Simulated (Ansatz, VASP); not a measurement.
**One calculation of H4CO, two programs**

```
H C O
1.0
     4.44493    0.00000    0.00000
     0.00000    5.02641    0.00000
     0.00000    0.00000    9.07613
H C O
16 4 4
Direct
  0.57626 0.24095 0.48089
  0.92374 0.75905 0.98089
  0.42374 0.74095 0.01911
  0.07626 0.25905 0.51911
  0.94516 0.93045 0.28373
  0.55484 0.06955 0.78373
  0.05484 0.43045 0.21627
  0.44516 0.56955 0.71627
  0.74845 0.79400 0.43781
  0.75155 0.20600 0.93781
  0.25155 0.29400 0.06219
  0.24845 0.70600 0.56219
  0.54504 0.93687 0.28702
  0.95496 0.06313 0.78702
  0.45496 0.43687 0.21298
  0.04504 0.56313 0.71298
  0.74845 0.95472 0.35542
  0.75155 0.04528 0.85542
  0.25155 0.45472 0.14458
  0.24845 0.54528 0.64458
  0.76608 0.21179 0.42295
  0.73392 0.78821 0.92295
  0.23392 0.71179 0.07705
  0.26608 0.28821 0.57705
```

Alike in both runs: functional PBE; dispersion D3(BJ); k mesh 6 × 6 × 4; no spin polarisation.

Ansatz relaxed the structure, and its values are those at the end. VASP's run is a single point on that final structure, the one shown.

|  | VASP | Ansatz |
| --- | --- | --- |
| version | VASP 6.6.1 | Ansatz 0.2.0 |
| potentials or method | VASP PAW PBE potentials, release 64 (H, C, O), cutoff 520 eV | scalar-relativistic, plane waves, PAW |
| occupations | gaussian, width 0.01 eV | fixed |
| valence electrons in the cell | 56 | 56 |

```csv
,VASP,Ansatz,Ansatz less VASP
gap on the k mesh at the Fermi level (eV),5.52,5.52,+0.006
least direct gap on the mesh (eV),5.59,5.60,+0.005
pressure (GPa),0.1,0.0,-0.06
rms of the force components (eV/Å),0.047,0.000,-0.0467
```
